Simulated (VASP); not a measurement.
Here is a VASP 6.6.1 calculation.

File INCAR:

```
  ALGO = Normal
  EDIFF = 1E-6
  ENCUT = 520
  GGA = PS
  ISIF = 2
  ISMEAR = -1
  ISPIN = 2
  LASPH = T
  LCHARG = T
  LELF = T
  LMAXMIX = 4
  LORBIT = 11
  LREAL = F
  LVHAR = T
  LWAVE = F
  MAGMOM = 4 0
  NBANDS = 24
  NELM = 150
  PREC = Accurate
  SIGMA = 0.1
```

KPOINTS

```
k-points
0
Gamma
  15 15 8
```

POSCAR

```
MnZn
1.0
    2.6414920000      0.0000000000      0.0000000000
   -1.3207460000      2.2875990000      0.0000000000
    0.0000000000      0.0000000000      4.4009490000
Mn Zn
1 1
Direct
    0.6666666667      0.3333333333      0.5000000000
    0.3333333333      0.6666666667      0.0000000000
```

Potentials or basis: VASP PAW PBE potentials, release 64 (Mn_pv, Zn).

Run with:

```bash
$ cat potpaw_PBE.64/Mn_pv/POTCAR potpaw_PBE.64/Zn/POTCAR > POTCAR
$ mpirun -np 1 vasp_std > vasp.out
```

What does it give for the pressure?

-7.9 GPa.

Estimate the net moment.

2.38 μB per cell.

Estimate the site moments.

Mn +2.37; Zn -0.05 μB.

Caveat: the PAW data sets were made with another functional, which shifts forces and pressure a little.
